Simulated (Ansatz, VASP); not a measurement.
## Two plane-wave programs on Ta

```xyz
1
Lattice="-1.6463 1.6463 1.6463 1.6463 -1.6463 1.6463 1.6463 1.6463 -1.6463" Properties=species:S:1:pos:R:3 pbc="T T T"
Ta    0.0000    0.0000    0.0000
```

Alike in both runs: functional r2SCAN; k mesh 8 × 8 × 8; occupations gaussian, width 0.1541 eV; no spin polarisation.

Ansatz relaxed the structure, and its values are those at the end. VASP's run is a single point on that final structure, the one shown.

|  | VASP | Ansatz |
| --- | --- | --- |
| version | VASP 6.6.1 | Ansatz 0.2.0 |
| potentials or method | VASP PAW PBE potentials, release 64 (Ta_pv), cutoff 550 eV | PAW plane waves |
| valence electrons in the cell | 11 | 13 |

Ansatz gave:

| Property | Result |
| --- | --- |
| gap on the k mesh at the Fermi level (eV) | none |
| pressure (GPa) | 0.0 |

Question: Estimate VASP's values.

Answer: gap on the k mesh at the Fermi level (eV): none; pressure (GPa): 0.6.

VASP's potentials were made for PBE, not for r2SCAN. A gap of «none» marks a metal or a gap that the smearing closes. VASP's potentials hold 11 valence electrons a cell and Ansatz's 13, so a difference there can come from the potentials and not from the codes. Ansatz's warnings: stress scf threshold loose.

Neither program's run includes spin-orbit coupling.
